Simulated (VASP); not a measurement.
Runs of VASP 6.6.1 on Li2Se. The structure is that of space group Fm-3m (No. 225), or close to it. The cells are those of the table. 

```csv
level,cell,gap on the mesh (eV),pressure (GPa)
r2SCAN,"a = 4.232 Å, angles 60.0°, 3 atoms",3.46,-0.1
r2SCAN+D3(BJ),"a = 4.198 Å, angles 60.0°, 3 atoms",3.44,(a)
r2SCAN+D3(BJ),"a = 4.170 Å, angles 60.0°, 3 atoms",3.42,0.4
r2SCAN+D3(BJ),"a = 4.235 Å, angles 60.0°, 3 atoms",3.46,-1.3
r2SCAN+D3(BJ),"a = 4.254 Å, angles 60.0°, 3 atoms",3.47,-1.8
r2SCAN,"a = 4.204 Å, angles 60.0°, 3 atoms",3.44,0.7
r2SCAN+D3(BJ),"a = 4.226 Å, angles 60.0°, 3 atoms",3.45,-1.1
r2SCAN+D3(BJ),"a = 4.246 Å, angles 60.0°, 3 atoms",3.46,(b)
```

Alike in all rows: task single point; potentials or basis VASP PAW PBE potentials, release 64 (Li_sv, Se); no spin polarisation; k mesh 8 × 8 × 8; cutoff (eV) 830; smearing gaussian 0.05 eV.

Task: Estimate the missing entries.

Result: (a) -0.4; (b) -1.6.

Caveats: the PAW data sets were made with another functional, which shifts forces and pressure a little; three body term missing (at least some runs).

A k mesh can miss the band edges, and the runs leave out spin-orbit coupling on Se.
